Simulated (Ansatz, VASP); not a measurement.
# One calculation of BeMo, two programs

```
CELL_PARAMETERS angstrom
0.00000 2.31830 2.31830
2.31830 0.00000 2.31830
2.31830 2.31830 0.00000
ATOMIC_POSITIONS crystal
Be 0.00000 0.00000 0.00000
Mo 0.75000 0.75000 0.75000
```

Alike in both runs: task relaxation of cell and atoms; functional PBE; k mesh 6 × 6 × 6; occupations gaussian, width 0.1 eV; no spin polarisation.

|  | VASP | Ansatz |
| --- | --- | --- |
| version | VASP 6.6.1 | Ansatz 0.2.0 |
| potentials or method | VASP PAW PBE potentials, release 64 (Be, Mo_sv), cutoff 600 eV | scalar-relativistic, plane waves, PAW |
| valence electrons in the cell | 16 | 16 |

Ansatz gave:

* gap on the k mesh at the Fermi level, each at its own relaxed structure (eV): none
* relaxed volume (Å³/atom): 15.91
* relaxed cell length with the largest relative difference (Å): 3.557

Q: What did VASP give for the same quantities?

A: gap on the k mesh at the Fermi level, each at its own relaxed structure (eV): none; relaxed volume (Å³/atom): 15.96; relaxed cell length with the largest relative difference (Å): 3.560.

A gap of «none» marks a metal or a gap that the smearing closes.

The k mesh is coarse, so the values compare programs but aren't converged. Noted on VASP's run: the volume moved by over 15 % at a fixed basis, so the end points are rough.
